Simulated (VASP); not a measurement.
Here is a VASP 6.6.1 calculation.

File INCAR:

```
  PREC = Accurate
  ENCUT = 520
  EDIFF = 1E-7
  ISMEAR = 0
  SIGMA = 0.1
  LREAL = F
  LASPH = T
  NELM = 100
  ALGO = Normal
  ISIF = 2
  LWAVE = F
  LCHARG = F
  GGA = PE
  NBANDS = 34
```

Contents of KPOINTS:

```
Automatic mesh
0
Gamma
  6 6 2
```

The input POSCAR:

```
In2SnTe2
1.0
    4.4738332000      0.0000000000      0.0000000000
   -2.2369166000      3.8744532000      0.0000000000
    0.0000000000      0.0000000000      9.8097852000
In Sn Te
2 1 2
Direct
    0.6666667000      0.3333333000      0.6196560000
    0.3333333000      0.6666667000      0.3803440000
    0.0000000000      0.0000000000      0.0000000000
    0.6666667000      0.3333333000      0.1910440000
    0.3333333000      0.6666667000      0.8089560000
```

Potentials or basis: VASP PAW PBE potentials, release 64 (In_d, Sn_d, Te).

The run is started by

```sh
$ cat potpaw_PBE.64/In_d/POTCAR potpaw_PBE.64/Sn_d/POTCAR potpaw_PBE.64/Te/POTCAR > POTCAR
$ mpirun -np 1 vasp_std > vasp.out
```

Q: Estimate the largest force.

A: 0.045 eV/Å.

Q: What does it give for the band gap on the k mesh?

A: Zero (bands 26 and 27 overlap by 0.86 eV).

Q: What does it give for the pressure?

A: -0.2 GPa.

Stress tensor (GPa, compression positive):
```
-0.34  0.00  0.00
 0.00 -0.34  0.00
 0.00  0.00 -0.01
```

Caveat: spin-orbit coupling is left out, which moves the levels of the heavy elements.
